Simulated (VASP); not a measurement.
# Cd3O2 in VASP: single point with PBE

Aim: the single point of Cd3O2 with PBE.

Program: VASP 6.6.1. These are calculated values, not measurements. Logs are shortened: lines on timing, memory, paths and dates and some standing lists are left out, and cuts for length are marked.

## Step 1: The cell of the first run

The typed cell holds 5 atoms: a = 5.546 Å, b = 5.546 Å, c = 3.857 Å, α = 90.00°, β = 90.00°, γ = 120.00°.

## Step 2: Single point, PBE

The input, INCAR:

```
SYSTEM = Cd3O2
PREC     = Accurate       ! precision mode
ENCUT    = 600            ! plane-wave cutoff, eV
EDIFF    = 1E-6           ! SCF threshold, eV
ISMEAR   = 0              ! smearing method
SIGMA    = 0.2            ! smearing width, eV
LREAL    = .False.        ! projectors in reciprocal space
LASPH    = .True.         ! aspherical terms in the spheres
NELM     = 120            ! most SCF steps
ALGO     = Normal         ! electronic algorithm
ISIF     = 2              ! what is computed and relaxed
LWAVE    = .False.        ! write WAVECAR
LCHARG   = .True.         ! write CHGCAR
GGA      = PE             ! functional
LELF     = .True.         ! ELF
LVHAR    = .True.       
NBANDS   = 32             ! bands
GGA_COMPAT= .False.
```

The input, KPOINTS:

```
regular mesh
0
Gamma
  4 4 4
  0 0 0
```

The input, POSCAR:

```
Cd3O2
1.0
    5.5459964299      0.0000000000      0.0000000000
   -2.7729982149      4.8029737976      0.0000000000
    0.0000000000      0.0000000000      3.8570656429
Cd O
3 2
Direct
    0.8333629040      0.1666370960      0.5000000000
    0.8333629040      0.6667258081      0.5000000000
    0.3332741919      0.1666370960      0.5000000000
    0.3333333333      0.6666666667      0.1764399748
    0.3333333333      0.6666666667      0.8235600252
```

Potentials or basis: VASP PAW PBE potentials, release 64 (Cd, O).

On the command line:

```
$ cat potpaw_PBE.64/Cd/POTCAR potpaw_PBE.64/O/POTCAR > POTCAR
$ mpirun -np 1 vasp_std > vasp.out
```

OUTCAR:

```text
SYSTEM = Cd3O2
   PREC = Accurate
   ENCUT = 600
   EDIFF = 1E-6
   ISMEAR = 0
   LREAL = .False.
   LASPH = .True.
   NELM = 120
   ISIF = 2
   GGA = PE

 ion  position               nearest neighbor table
   1  0.833  0.167  0.500-   2 2.77   3 2.77   2 2.77   3 2.77
   2  0.833  0.667  0.500-   1 2.77   3 2.77   1 2.77   3 2.77
   3  0.333  0.167  0.500-   1 2.77   2 2.77   1 2.77   2 2.77
   4  0.333  0.667  0.176-   5 1.36
   5  0.333  0.667  0.824-   4 1.36

  LATTYP: Found a hexagonal cell.
 ALAT       =     5.5459964299
 C/A-ratio  =     0.6954684684

  Lattice vectors:

 A1 = (   5.5459964299,   0.0000000000,   0.0000000000)
 A2 = (  -2.7729982149,   4.8029737976,   0.0000000000)
 A3 = (   0.0000000000,   0.0000000000,   3.8570656429)

Analysis of symmetry for initial positions (statically):
=====================================================================
 Subroutine PRICEL returns:
 Original cell was already a primitive cell.

 Routine SETGRP: Setting up the symmetry group for a
 hexagonal supercell.

 Subroutine GETGRP returns: Found 12 space group operations
 (whereof 12 operations were pure point group operations)
 out of a pool of 24 trial point group operations.

The static configuration has the point symmetry D_3h.

Analysis of symmetry for dynamics (positions and initial velocities):
=====================================================================
 Subroutine PRICEL returns:
 Original cell was already a primitive cell.

 Routine SETGRP: Setting up the symmetry group for a
 hexagonal supercell.

 Subroutine GETGRP returns: Found 12 space group operations
 (whereof 12 operations were pure point group operations)
 out of a pool of 24 trial point group operations.

The dynamic configuration has the point symmetry D_3h.

 Subroutine INISYM returns: Found 12 space group operations
 (whereof 12 operations are pure point group operations),
 and found     1 'primitive' translations

----------------------------------------------------------------------------------------

                                     Primitive cell

  volume of cell :     102.7417

  direct lattice vectors                    reciprocal lattice vectors
     5.545996430  0.000000000  0.000000000     0.180310249  0.104102171  0.000000000
    -2.772998215  4.802973798  0.000000000     0.000000000  0.208204342  0.000000000
     0.000000000  0.000000000  3.857065643     0.000000000  0.000000000  0.259264449

  length of vectors
     5.545996430  5.545996430  3.857065643     0.208204342  0.208204342  0.259264449

  position of ions in fractional coordinates (direct lattice)
     0.833362904  0.166637096  0.500000000
     0.833362904  0.666725808  0.500000000
     0.333274192  0.166637096  0.500000000
     0.333333333  0.666666667  0.176439975
     0.333333333  0.666666667  0.823560025

  ion indices of the primitive-cell ions
   primitive index   ion index
                 1           1
                 2           2
                 3           3
                 4           4
                 5           5

----------------------------------------------------------------------------------------

 KPOINTS: regular mesh

Automatic generation of k-mesh.
 Grid dimensions read from file:
 generate k-points for:    4    4    4

 Generating k-lattice:

  Cartesian coordinates                     Fractional coordinates (reciprocal lattice)
     0.045077562  0.026025543  0.000000000     0.250000000  0.000000000  0.000000000
     0.000000000  0.052051086  0.000000000     0.000000000  0.250000000  0.000000000
     0.000000000  0.000000000  0.064816112     0.000000000  0.000000000  0.250000000

  Length of vectors
     0.052051086  0.052051086  0.064816112

  Shift w.r.t. Gamma in fractional coordinates (k-lattice)
     0.000000000  0.000000000  0.000000000

 Subroutine IBZKPT returns following result:
 ===========================================

 Found     12 irreducible k-points:

 Following reciprocal coordinates:
            Coordinates               Weight
  0.000000  0.000000  0.000000      1.000000
  0.250000 -0.000000  0.000000      6.000000
  0.500000 -0.000000  0.000000      3.000000
  0.250000  0.250000  0.000000      6.000000
  0.000000  0.000000  0.250000      2.000000
  0.250000 -0.000000  0.250000     12.000000
  0.500000 -0.000000  0.250000      6.000000
  0.250000  0.250000  0.250000     12.000000
  0.000000  0.000000  0.500000      1.000000
  0.250000 -0.000000  0.500000      6.000000
  0.500000 -0.000000  0.500000      3.000000
  0.250000  0.250000  0.500000      6.000000
   k-points           NKPTS =     12   k-points in BZ     NKDIM =     12   number of bands    NBANDS=     32
   number of dos      NEDOS =    301   number of ions     NIONS =      5
   total plane-waves  NPLWV =  73728
   dimension x,y,z NGX =    48 NGY =   48 NGZ =   32
   dimension x,y,z NGXF=    96 NGYF=   96 NGZF=   64
   ions per type =               3   2
   NGX,Y,Z   is equivalent  to a cutoff of  14.39, 14.39, 13.79 a.u.
   NGXF,Y,Z  is equivalent  to a cutoff of  28.78, 28.78, 27.59 a.u.
 SYSTEM =  Cd3O2
   PREC   = accura    normal or accurate (medium, high low for compatibility)
   ISTART =      0    job   : 0-new  1-cont  2-samecut
   ICHARG =      2    charge: 1-file 2-atom 10-const
   ISPIN  =      1    spin polarized calculation?
   LNONCOLLINEAR =      F non collinear calculations
   LSORBIT =      F    spin-orbit coupling
   LASPH  =      T    aspherical Exc in radial PAW
   ENCUT  =  600.0 eV  44.10 Ry    6.64 a.u.  11.08 11.08  7.70*2*pi/ulx,y,z
   NELM   =    120;   NELMIN=  2; NELMDL= -5     # of ELM steps
   EDIFF  = 0.1E-05   stopping-criterion for ELM
   LREAL  =      F    real-space projection
   EDIFFG = 0.1E-04   stopping-criterion for IOM
   NSW    =      0    number of steps for IOM
   IBRION =     -1    ionic relax: 0-MD 1-quasi-New 2-CG
   NFREE  =      0    steps in history (QN), initial steepest desc. (CG)
   ISIF   =      2    stress and relaxation
   ISYM   =      2    0-nonsym 1-usesym 2-fastsym
   POTIM  = 0.5000    time-step for ionic-motion
   TEBEG  =    0.0;   TEEND  =   0.0 temperature during run
   PSTRESS=    0.0 pullay stress
   NELECT =      48.0000    total number of electrons
   NUPDOWN=      -1.0000    fix difference up-down
   EMIN   =  10.00;   EMAX   =-10.00  energy-range for DOS
   EFERMI =   0.00;   METHOD = LEGACY
   ISMEAR =     0;   SIGMA  =   0.20  broadening in eV -4-tet -1-fermi 0-gaus
   EFERMI_NEDOS =   21; number of points for ismear=-14 and -15
   IALGO  =     38    algorithm
   IMIX   =      4    mixing-type and parameters
     AMIX     =   0.40;   BMIX     =  1.00
     AMIX_MAG =   1.60;   BMIX_MAG =  1.00
  volume/ion in A,a.u.               =      20.55       138.67
  Fermi-wavevector in a.u.,A,eV,Ry     =   1.270300  2.400519 21.955206  1.613662
  Thomas-Fermi vector in A             =   2.403295
   LORBIT       =      0    0 simple, 1 ext, 2 COOP (PROOUT), +10 PAW based schemes
   GGA     = PE    functional components
   LHFCALC =     F    Hartree Fock is set to
   AEXX    =    0.0000 exact exchange contribution
   IVDW    =     0    specifies the selected vdW correction
   LEPSILON=     F    determine dielectric tensor
   LRPA    =     F    only Hartree local field effects (RPA)
 non-spin polarized calculation
 Gauss-broadening in eV      SIGMA  =   0.20
  energy-cutoff  :      600.00
  volume of cell :      102.74
 maximum number of plane-waves:      3465
 NGX is ok and might be reduce to    48
   NGX = 23   NGY = 23   NGZ = 15

 number of electron      47.9999999 magnetization

 Free energy of the ion-electron system (eV)
  ---------------------------------------------------
  ext. energy  EPLUGINS =         0.00000000
  ---------------------------------------------------
  free energy    TOTEN  =       -11.69843087 eV

  energy without entropy =      -11.64167807  energy(sigma->0) =      -11.67005447

 E-fermi :   1.3308     XC(G=0):  -9.6317

 val. band max:        1.3285133517   @ k =   0.2500  -0.0000   0.0000
 cond. band min:       1.3570710678   @ k =   0.0000   0.0000   0.0000
 fundamental gap:      0.0285577161
 Fermi energy:         1.3308132850

 k-point     1 :       0.0000    0.0000    0.0000
  band No.  band energies     occupation
      1     -21.6306      2.00000
      2     -12.4558      2.00000
      3      -8.9402      2.00000
      4      -8.3886      2.00000
      5      -8.3886      2.00000
      6      -8.0689      2.00000
[... 24 lines left out ...]
     31       9.3089      0.00000
     32      10.8737      0.00000

 k-point     2 :       0.2500   -0.0000    0.0000
  band No.  band energies     occupation
      1     -21.6290      2.00000
      2     -12.4621      2.00000
      3      -8.7186      2.00000
      4      -8.3244      2.00000
      5      -8.1472      2.00000
      6      -7.9636      2.00000
[... 24 lines left out ...]
     31       9.3080      0.00000
     32       9.6618      0.00000

 k-point     3 :       0.5000   -0.0000    0.0000
  band No.  band energies     occupation
      1     -21.6276      2.00000
      2     -12.4684      2.00000
      3      -8.5140      2.00000
      4      -8.0294      2.00000
      5      -7.8229      2.00000
      6      -7.6735      2.00000
[... 24 lines left out ...]
     31       9.1469      0.00000
     32       9.3113      0.00000

 k-point     4 :       0.2500    0.2500    0.0000
  band No.  band energies     occupation
      1     -21.6276      2.00000
      2     -12.4685      2.00000
      3      -8.3608      2.00000
      4      -8.2275      2.00000
      5      -7.7967      2.00000
      6      -7.7961      2.00000
[... 24 lines left out ...]
     31       8.9665      0.00000
     32       9.3072      0.00000

 k-point     5 :       0.0000    0.0000    0.2500
  band No.  band energies     occupation
      1     -21.5704      2.00000
      2     -12.9769      2.00000
      3      -8.9313      2.00000
      4      -8.3830      2.00000
      5      -8.3830      2.00000
      6      -8.1407      2.00000
[... 24 lines left out ...]
     31       7.8633      0.00000
     32       7.9224      0.00000

 k-point     6 :       0.2500   -0.0000    0.2500
  band No.  band energies     occupation
      1     -21.5697      2.00000
      2     -12.9680      2.00000
      3      -8.7093      2.00000
      4      -8.3164      2.00000
      5      -8.1399      2.00000
      6      -8.0328      2.00000
[... 24 lines left out ...]
     31       7.9387      0.00000
     32       8.0518      0.00000

 k-point     7 :       0.5000   -0.0000    0.2500
  band No.  band energies     occupation
      1     -21.5690      2.00000
      2     -12.9591      2.00000
      3      -8.5067      2.00000
      4      -8.0141      2.00000
      5      -7.8893      2.00000
      6      -7.6384      2.00000
[... 24 lines left out ...]
     31       8.0140      0.00000
     32       9.5347      0.00000

 k-point     8 :       0.2500    0.2500    0.2500
  band No.  band energies     occupation
      1     -21.5690      2.00000
      2     -12.9592      2.00000
      3      -8.3498      2.00000
      4      -8.2208      2.00000
      5      -7.8595      2.00000
      6      -7.7669      2.00000
[... 24 lines left out ...]
     31       8.1931      0.00000
     32       9.4957      0.00000

 k-point     9 :       0.0000    0.0000    0.5000
  band No.  band energies     occupation
      1     -21.5078      2.00000
      2     -13.4132      2.00000
      3      -8.9226      2.00000
      4      -8.3775      2.00000
      5      -8.3775      2.00000
      6      -8.2096      2.00000
[... 24 lines left out ...]
     31       5.7694      0.00000
     32       6.6581      0.00000

 k-point    10 :       0.2500   -0.0000    0.5000
  band No.  band energies     occupation
      1     -21.5081      2.00000
      2     -13.3954      2.00000
      3      -8.7004      2.00000
      4      -8.3089      2.00000
      5      -8.1326      2.00000
      6      -8.0984      2.00000
[... 24 lines left out ...]
     31       6.9847      0.00000
     32       7.5510      0.00000

 k-point    11 :       0.5000   -0.0000    0.5000
  band No.  band energies     occupation
      1     -21.5083      2.00000
      2     -13.3774      2.00000
      3      -8.4995      2.00000
      4      -7.9990      2.00000
      5      -7.9480      2.00000
      6      -7.6087      2.00000
[... 24 lines left out ...]
     31       8.9003      0.00000
     32       8.9083      0.00000

 k-point    12 :       0.2500    0.2500    0.5000
  band No.  band energies     occupation
      1     -21.5083      2.00000
      2     -13.3775      2.00000
      3      -8.3393      2.00000
      4      -8.2142      2.00000
      5      -7.9175      2.00000
      6      -7.7422      2.00000
[... 24 lines left out ...]
     31       7.6435      0.00000
     32      10.2979      0.00000

------------------------ aborting loop because EDIFF is reached ----------------------------------------

  FORCE on cell =-STRESS in cart. coord.  units (eV):
  Direction    XX          YY          ZZ          XY          YZ          ZX
  --------------------------------------------------------------------------------------
  -------------------------------------------------------------------------------------
  Total        0.0847828      0.0847828      0.8443854      0.0000000     -0.0000000      0.0000000
  in kB        1.3221217      1.3221217     13.1675346      0.0000000     -0.0000000      0.0000000
  external PRESSURE =       5.2705927 kB  Pullay stress =       0.0000000 kB

 VOLUME and BASIS-vectors are now :
 -----------------------------------------------------------------------------
  energy-cutoff  :      600.00
  volume of cell :      102.74
      direct lattice vectors                 reciprocal lattice vectors
     5.545996430  0.000000000  0.000000000     0.180310249  0.104102171  0.000000000
    -2.772998215  4.802973798  0.000000000     0.000000000  0.208204342  0.000000000
     0.000000000  0.000000000  3.857065643     0.000000000  0.000000000  0.259264449

 POSITION                                       TOTAL-FORCE (eV/Angst)
 -----------------------------------------------------------------------------------
      4.15974      0.80035      1.92853        -0.005560      0.003210      0.000000
      2.77300      3.20227      1.92853        -0.000000     -0.006420     -0.000000
      1.38625      0.80035      1.92853         0.005560      0.003210      0.000000
     -0.00000      3.20198      0.68054        -0.000000      0.000000      0.433338
     -0.00000      3.20198      3.17653        -0.000000      0.000000     -0.433338
 -----------------------------------------------------------------------------------
    total drift:                                0.000001     -0.000001      0.000000

  FREE ENERGIE OF THE ION-ELECTRON SYSTEM (eV)
  ---------------------------------------------------
  free  energy   TOTEN  =       -11.6984308674 eV

  energy  without entropy=      -11.6416780679  energy(sigma->0) =      -11.67005447
```

Run time: 31 s. Hardware: 1 thread of Intel Xeon 6975P-C (Granite Rapids), shared host; peak memory 0.26 GiB.

What came out:

| Property | Result |
| --- | --- |
| Free energy | -11.6984 eV |
| Pressure | 0.5 GPa |
| Largest force | 0.433 eV/Å |
| Band gap on the k mesh | zero (band 24 reaches 1.54 eV, above the bottom of band 25 at 0.82 eV) |

Forces on the atoms (eV/Å):
```
Cd  -0.006  0.003  0.000
Cd   0.000 -0.006  0.000
Cd   0.006  0.003  0.000
O    0.000  0.000  0.433
O    0.000  0.000 -0.433
```

Caveat: the k points lie up to 0.41 Å⁻¹ apart.
